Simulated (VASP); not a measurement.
Runs of VASP 6.6.1 on Rb. The structure is that of space group I4/mmm (No. 139), or close to it. The cells are those of the table. 

```csv
cell,further INCAR settings,gap on the mesh (eV),pressure (GPa)
"a = 5.046, b = 5.046, c = 5.148 Å, angles 59.3, 59.3, 61.3°, 1 atom",ALGO = Fast; EDIFF = 1e-07; NBANDS = 10,none,-0.2
"a = 4.946, b = 4.946, c = 5.148 Å, angles 58.6, 58.6, 62.7°, 1 atom",ALGO = Fast; EDIFF = 1e-06; NBANDS = 10,none,-0.1
"a = 5.260, b = 5.260, c = 4.942 Å, angles 62.0, 62.0, 56.0°, 1 atom",ALGO = Fast; EDIFF = 1e-06; NBANDS = 10,none,-0.3
"a = 5.054, b = 5.054, c = 4.736 Å, angles 62.1, 62.1, 55.9°, 1 atom",ALGO = Fast; EDIFF = 1e-06; NBANDS = 10,none,(a)
"a = 5.357, b = 5.357, c = 5.148 Å, angles 61.3, 61.3, 57.4°, 1 atom",ALGO = Fast; EDIFF = 1e-06; NBANDS = 10,none,-0.4
"a = 5.357, b = 5.357, c = 5.559 Å, angles 58.7, 58.7, 62.5°, 1 atom",ALGO = Fast; EDIFF = 1e-06; NBANDS = 10,none,-0.5
"a = 5.164, b = 5.164, c = 4.736 Å, angles 62.7, 62.7, 54.6°, 1 atom",ALGO = Fast; EDIFF = 1e-06; NBANDS = 10,none,-0.1
"a = 5.164, b = 5.164, c = 5.559 Å, angles 57.4, 57.4, 65.1°, 1 atom",ALGO = Fast; EDIFF = 1e-07; NBANDS = 10,none,-0.4
```

Alike in all rows: task single point; level PBE+D3(BJ); potentials or basis VASP PAW PBE potentials, release 64 (Rb_sv); no spin polarisation; k mesh 12 × 12 × 12; cutoff (eV) 520; smearing gaussian 0.15 eV.

**Question.** Fill in the values left out.

**Answer.** (a) 0.0.

A k mesh can miss the band edges, and the runs leave out spin-orbit coupling on Rb.

A gap of «none» marks levels without a gap at the run's occupations.
